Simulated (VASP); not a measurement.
# Pb2O (Pn-3m) in VASP: a series of runs, part 2 of 2

VASP 6.6.1. Earlier steps stand in the parts before.

## (3) Single point, PBEsol

This run uses another cell than the first one, of 25.95 Å³/atom.

File INCAR:

```
SYSTEM = Pb2O
PREC     = Accurate       ! precision mode
ENCUT    = 520            ! plane-wave cutoff, eV
EDIFF    = 1E-7           ! SCF threshold, eV
ISMEAR   = -1             ! smearing method
SIGMA    = 0.1            ! smearing width, eV
LREAL    = .FALSE.        ! projectors in reciprocal space
LASPH    = .TRUE.         ! aspherical terms in the spheres
NELM     = 60             ! most SCF steps
ALGO     = Normal         ! electronic algorithm
ISIF     = 2              ! what is computed and relaxed
LWAVE    = .FALSE.        ! write WAVECAR
LCHARG   = .FALSE.        ! write CHGCAR
GGA      = PS             ! functional
NBANDS   = 43             ! bands
```

File KPOINTS:

```
regular mesh
0
G
  6 6 6
  0 0 0
```

File POSCAR:

```
Pb2O
1.0
    5.3800000000      0.0000000000      0.0000000000
    0.0000000000      5.3800000000      0.0000000000
    0.0000000000      0.0000000000      5.3800000000
Pb O
4 2
Direct
    0.2500000000      0.2500000000      0.2500000000
    0.7500000000      0.7500000000      0.2500000000
    0.2500000000      0.7500000000      0.7500000000
    0.7500000000      0.2500000000      0.7500000000
    0.0000000000      0.0000000000      0.0000000000
    0.5000000000      0.5000000000      0.5000000000
```

Potentials or basis: VASP PAW PBE potentials, release 64 (Pb_d, O).

Launch:

```bash
$ cat potpaw_PBE.64/Pb_d/POTCAR potpaw_PBE.64/O/POTCAR > POTCAR
$ mpirun -np 1 vasp_std > vasp.out
```

OUTCAR:

```text
SYSTEM = Pb2O
   PREC = Accurate
   ENCUT = 520
   EDIFF = 1E-7
   ISMEAR = -1
   LREAL = .FALSE.
   LASPH = .TRUE.
   NELM = 60
   ISIF = 2
   GGA = PS

 ion  position               nearest neighbor table
   1  0.250  0.250  0.250-   5 2.33   6 2.33   4 3.80   2 3.80   3 3.80   3 3.80   4 3.80   2 3.80
                             3 3.80   3 3.80   2 3.80   4 3.80   4 3.80   2 3.80
   2  0.750  0.750  0.250-   5 2.33   6 2.33   4 3.80   1 3.80   3 3.80   3 3.80   4 3.80   1 3.80
                             4 3.80   4 3.80   1 3.80   3 3.80   3 3.80   1 3.80
   3  0.250  0.750  0.750-   5 2.33   6 2.33   4 3.80   1 3.80   2 3.80   1 3.80   2 3.80   1 3.80
                             4 3.80   1 3.80   2 3.80   4 3.80   2 3.80   4 3.80
   4  0.750  0.250  0.750-   5 2.33   6 2.33   3 3.80   1 3.80   2 3.80   1 3.80   2 3.80   2 3.80
                             3 3.80   2 3.80   1 3.80   3 3.80   1 3.80   3 3.80
   5  0.000  0.000  0.000-   1 2.33   2 2.33   3 2.33   4 2.33
   6  0.500  0.500  0.500-   1 2.33   2 2.33   3 2.33   4 2.33

  LATTYP: Found a simple cubic cell.
 ALAT       =     5.3800000000

  Lattice vectors:

 A1 = (   5.3800000000,   0.0000000000,   0.0000000000)
 A2 = (   0.0000000000,   5.3800000000,   0.0000000000)
 A3 = (   0.0000000000,   0.0000000000,   5.3800000000)

Analysis of symmetry for initial positions (statically):
=====================================================================
 Subroutine PRICEL returns:
 Original cell was already a primitive cell.

 Routine SETGRP: Setting up the symmetry group for a
 simple cubic supercell.

 Subroutine GETGRP returns: Found 48 space group operations
 (whereof 24 operations were pure point group operations)
 out of a pool of 48 trial point group operations.

The static configuration has the point symmetry T_d .
 The point group associated with its full space group is O_h .

Analysis of symmetry for dynamics (positions and initial velocities):
=====================================================================
 Subroutine PRICEL returns:
 Original cell was already a primitive cell.

[... 133 lines left out ...]
  Fermi-wavevector in a.u.,A,eV,Ry     =   1.242021  2.347079 20.988559  1.542616
  Thomas-Fermi vector in A             =   2.376393
   LORBIT       =      0    0 simple, 1 ext, 2 COOP (PROOUT), +10 PAW based schemes
   GGA     = PS    functional components
   LHFCALC =     F    Hartree Fock is set to
   AEXX    =    0.0000 exact exchange contribution
   IVDW    =     0    specifies the selected vdW correction
   LEPSILON=     F    determine dielectric tensor
   LRPA    =     F    only Hartree local field effects (RPA)
 non-spin polarized calculation
  energy-cutoff  :      520.00
  volume of cell :      155.72
 maximum number of plane-waves:      4224
   NGX = 21   NGY = 21   NGZ = 21

 number of electron      68.0000031 magnetization

 Free energy of the ion-electron system (eV)
  ---------------------------------------------------
  ext. energy  EPLUGINS =         0.00000000
  ---------------------------------------------------
  free energy    TOTEN  =       -28.68291219 eV

  energy without entropy =      -28.62689704  energy(sigma->0) =      -28.65490461

 E-fermi :   4.8379     XC(G=0):  -9.7229

 val. band max:        4.8182498001   @ k =   0.5000   0.3333   0.3333
 cond. band min:       4.8871031855   @ k =   0.5000   0.1667   0.1667
 fundamental gap:      0.0688533854
 Fermi energy:         4.8378644349

 k-point     1 :       0.0000    0.0000    0.0000
  band No.  band energies     occupation
      1     -13.6663      2.00000
      2     -12.4866      2.00000
      3     -11.5814      2.00000
      4     -11.5814      2.00000
      5     -11.5271      2.00000
      6     -11.5271      2.00000
[... 909 lines left out ...]
     42      12.4888      0.00000
     43      12.4888      0.00000

------------------------ aborting loop because EDIFF is reached ----------------------------------------

  FORCE on cell =-STRESS in cart. coord.  units (eV):
  Direction    XX          YY          ZZ          XY          YZ          ZX
  --------------------------------------------------------------------------------------
  -------------------------------------------------------------------------------------
  Total       -0.0329011     -0.0329011     -0.0329011     -0.0000000      0.0000000      0.0000000
  in kB       -0.3385116     -0.3385116     -0.3385116     -0.0000000      0.0000000      0.0000000
  external PRESSURE =      -0.3385116 kB  Pullay stress =       0.0000000 kB

 VOLUME and BASIS-vectors are now :
 -----------------------------------------------------------------------------
  energy-cutoff  :      520.00
  volume of cell :      155.72
      direct lattice vectors                 reciprocal lattice vectors
     5.380000000  0.000000000  0.000000000     0.185873606  0.000000000  0.000000000
     0.000000000  5.380000000  0.000000000     0.000000000  0.185873606  0.000000000
     0.000000000  0.000000000  5.380000000     0.000000000  0.000000000  0.185873606

 POSITION                                       TOTAL-FORCE (eV/Angst)
 -----------------------------------------------------------------------------------
      1.34500      1.34500      1.34500         0.000000     -0.000000      0.000000
      4.03500      4.03500      1.34500        -0.000000      0.000000      0.000000
      1.34500      4.03500      4.03500         0.000000      0.000000     -0.000000
      4.03500      1.34500      4.03500         0.000000     -0.000000      0.000000
      0.00000      0.00000      0.00000        -0.000000      0.000000      0.000000
      2.69000      2.69000      2.69000        -0.000000      0.000000      0.000000
 -----------------------------------------------------------------------------------
    total drift:                                0.000000      0.000000     -0.000000

  FREE ENERGIE OF THE ION-ELECTRON SYSTEM (eV)
  ---------------------------------------------------
  free  energy   TOTEN  =       -28.6829121882 eV

  energy  without entropy=      -28.6268970403  energy(sigma->0) =      -28.65490461
```

It took 93 s on 1 thread of AMD EPYC 9R45 (Zen 5), shared host; peak memory 0.26 GiB.

Results:

```
Free energy            : -28.6829 eV
Pressure               : 0.0 GPa
Band gap on the k mesh : zero (bands 34 and 35 overlap by 0.89 eV)
```

Caveat: the PAW data sets were made with another functional, which shifts forces and pressure a little; spin-orbit coupling is left out, which moves the levels of the heavy elements.

## (4) Single point, PBE

This run uses another cell than the first one, of 27.37 Å³/atom.

File INCAR:

```
SYSTEM = Pb2O
ALGO     = Normal         ! electronic algorithm
EDIFF    = 1E-7           ! SCF threshold, eV
ENCUT    = 520            ! plane-wave cutoff, eV
GGA      = PE             ! functional
ISIF     = 2              ! what is computed and relaxed
ISMEAR   = -1             ! smearing method
LASPH    = .True.         ! aspherical terms in the spheres
LCHARG   = .True.         ! write CHGCAR
LELF     = .True.         ! ELF
LREAL    = .False.        ! projectors in reciprocal space
LVHAR    = .True.       
LWAVE    = .False.        ! write WAVECAR
NBANDS   = 43             ! bands
NELM     = 60             ! most SCF steps
PREC     = Accurate       ! precision mode
SIGMA    = 0.1            ! smearing width, eV
```

File KPOINTS:

```
k-points
0
Gamma
  6 6 6
  0 0 0
```

POSCAR, as its differences from that of step 3:

```diff
@@ -2,5 +2,5 @@
 1.0
-    5.3800000000      0.0000000000      0.0000000000
-    0.0000000000      5.3800000000      0.0000000000
-    0.0000000000      0.0000000000      5.3800000000
+    5.4761374661      0.0000000000      0.0000000000
+    0.0000000000      5.4761374661      0.0000000000
+    0.0000000000      0.0000000000      5.4761374661
 Pb O
```

Launch:

```bash
$ cat potpaw_PBE.64/Pb_d/POTCAR potpaw_PBE.64/O/POTCAR > POTCAR
$ mpirun -np 1 vasp_std > vasp.out
```

Run time: 2.3 min. Hardware: 1 thread of AMD EPYC 9R45 (Zen 5), shared host; peak memory 0.28 GiB.

The run converged. Its results:

```yaml
Free_energy: -26.6193 eV
Pressure: 0.0 GPa
Band_gap_on_the_k_mesh: zero (bands 34 and 35 overlap by 0.83 eV)
```

Levels at points of the mesh, in eV from the Fermi level:
```tsv
k point	band 31	band 32	band 33	band 34	band 35	band 36	band 37	band 38
(0.00, 0.00, 0.00)	-1.92	-0.64	-0.64	-0.64	2.01	2.01	2.01	2.55
(0.50, 0.00, 0.00)	-1.01	-1.01	-0.54	-0.54	0.93	0.93	1.88	1.88
(0.50, 0.50, 0.00)	-1.26	-1.26	-0.12	-0.12	1.31	1.31	1.86	1.86
(0.50, 0.50, 0.50)	-0.88	-0.88	-0.79	-0.79	-0.79	1.31	4.37	4.37
```

Caveat: spin-orbit coupling is left out, which moves the levels of the heavy elements.

## (5) Overview

| level | potentials or basis | cell | gap on the mesh (eV) | pressure (GPa) |
| --- | --- | --- | --- | --- |
| LDA | VASP PAW LDA potentials, release 64 (Pb_d, O) | a = 5.323 Å, 6 atoms | none | 0.1 |
| PBEsol | VASP PAW PBE potentials, release 64 (Pb_d, O) | a = 5.380 Å, 6 atoms | none | 0.0 |
| PBE | VASP PAW PBE potentials, release 64 (Pb_d, O) | a = 5.476 Å, 6 atoms | none | 0.0 |

Alike in all rows: task single point; no spin polarisation; k mesh 6 × 6 × 6; cutoff (eV) 520; smearing fermi-dirac 0.1 eV.

Caveats: spin-orbit coupling is left out, which moves the levels of the heavy elements; the PAW data sets were made with another functional, which shifts forces and pressure a little (at least some runs).

Absolute energies hang on the potentials; compare differences alone.

The gap in the log of VASP goes by the Fermi energy; the results here count the filled bands.